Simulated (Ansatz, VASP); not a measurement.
**One calculation of Nb, two programs**

```
Nb
1.0
     0.00000    2.11500    2.11500
     2.11500    0.00000    2.11500
     2.11500    2.11500    0.00000
Nb
1
Direct
  0.00000 0.00000 0.00000
```

Alike in both runs: task single point; functional HSE06; k mesh 6 × 6 × 6; occupations fermi-dirac, width 0.05 eV; no spin polarisation.

|  | VASP | Ansatz |
| --- | --- | --- |
| version | VASP 6.6.1 | Ansatz 0.2.0 |
| potentials or method | VASP PAW PBE potentials, release 64 (Nb_sv) | Ansatz PAW |
| plane-wave cutoff (eV) | 520 | 420 |
| valence electrons in the cell | 13 | 13 |

VASP gave:

- gap on the k mesh at the Fermi level (eV): none
- pressure (GPa): -2.7

Task: Estimate Ansatz's values.

Result: gap on the k mesh at the Fermi level (eV): none; pressure (GPa): -2.3.

A gap of «none» marks a metal or a gap that the smearing closes. The functional is the same, so the differences come from potentials, cutoffs and numerics.

The k mesh is coarse, so the values compare programs but aren't converged.
